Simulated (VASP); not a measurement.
A run of VASP 6.6.1:

File INCAR:

```
SYSTEM = GaP
PREC = Accurate ; ENCUT = 520
EDIFF = 1E-6 ; ISMEAR = 0
SIGMA = 0.05 ; LREAL = .False.
LASPH = .True. ; NELM = 60
ALGO = Normal ; ISIF = 2
LWAVE = .False. ; LCHARG = .False.
GGA = PS ; NBANDS = 16
```

The input KPOINTS:

```
regular mesh
0
Gamma
  8 8 8
  0 0 0
```

POSCAR

```
GaP
1.0
    0.0000000000      2.9432700000      2.6162400000
    2.9432700000      0.0000000000      2.6162400000
    2.9432700000      2.9432700000      0.0000000000
Ga P
1 1
Direct
    0.0000000000      0.0000000000      0.0000000000
    0.7500000000      0.7500000000      0.7500000000
```

Potentials or basis: VASP PAW PBE potentials, release 64 (Ga_d, P).

Command:

```sh
$ cat potpaw_PBE.64/Ga_d/POTCAR potpaw_PBE.64/P/POTCAR > POTCAR
$ mpirun -np 1 vasp_std > vasp.out
```

Hardware: 1 thread of Intel(R) Xeon(R) Platinum 8259CL CPU @ 2.50GHz (Skylake/Cascade Lake), on a shared host.

**Question.** Estimate the wall time of this run.

**Answer.** Run time: 47 s on 1 thread of Intel(R) Xeon(R) Platinum 8259CL CPU @ 2.50GHz (Skylake/Cascade Lake), on a shared host, peak memory 0.19 GiB. Counts: scf iterations 12, k points 59.
